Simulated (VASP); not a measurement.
Wanted: the native input for a VASP 6.6.1 run.

| Property | Result |
| --- | --- |
| Task | single point |
| Functional | PBE |
| Potentials or basis | VASP PAW PBE potentials, release 64 (Cd, Hg, S) |
| Cutoff | 520 eV |
| k mesh | 6 × 6 × 1 |
| Occupations | gaussian, width 0.1 eV |
| Spin | no spin polarisation |
| Dipole correction | no |
| Further INCAR settings | ALGO = Normal; EDIFF = 1e-07; NBANDS = 66 |

The structure of Cd5HgS6 lies in POSCAR:

```
Cd5HgS6
1.0
    4.2048339239      0.0000000000      0.0000000000
   -2.1024169620      3.6414929968      0.0000000000
    0.0000000000      0.0000000000     20.5213333981
Cd Hg S
5 1 6
Direct
    0.3333333333      0.6666666667      0.9990766793
    0.3333333333      0.6666666667      0.6668307461
    0.6666666667      0.3333333333      0.1650827841
    0.6666666667      0.3333333333      0.5006041234
    0.6666666667      0.3333333333      0.8329474809
    0.3333333333      0.6666666667      0.3337159822
    0.3333333333      0.6666666667      0.1244373795
    0.3333333333      0.6666666667      0.4601560931
    0.3333333333      0.6666666667      0.7922038719
    0.6666666667      0.3333333333      0.2905875253
    0.6666666667      0.3333333333      0.6260527813
    0.6666666667      0.3333333333      0.9583045530
```

One way to write it, as run:

INCAR

```
SYSTEM = Cd5HgS6
PREC = Accurate ; ENCUT = 520
EDIFF = 1E-7 ; ISMEAR = 0
SIGMA = 0.1 ; LREAL = .FALSE.
LASPH = .TRUE. ; NELM = 80
ALGO = Normal ; ISIF = 2
LWAVE = .FALSE. ; LCHARG = .TRUE.
GGA = PE ; LELF = .TRUE.
LVHAR = .TRUE. ; NBANDS = 66
```

KPOINTS

```
Automatic mesh
0
G
  6 6 1
  0 0 0
```

Potentials or basis: VASP PAW PBE potentials, release 64 (Cd, Hg, S).

Launch:

```bash
$ cat potpaw_PBE.64/Cd/POTCAR potpaw_PBE.64/Hg/POTCAR potpaw_PBE.64/S/POTCAR > POTCAR
$ mpirun -np 1 vasp_std > vasp.out
```

It gave:

```json
{
  "Pressure": "0.3 GPa",
  "Largest force": "0.004 eV/Å",
  "Band gap on the k mesh": "0.63 eV"
}
```

Caveat: spin-orbit coupling is left out, which moves the levels of the heavy elements.

Run time: 5.1 min on 1 thread of Intel Xeon 8259CL, with other jobs on the host, peak memory 0.48 GiB.
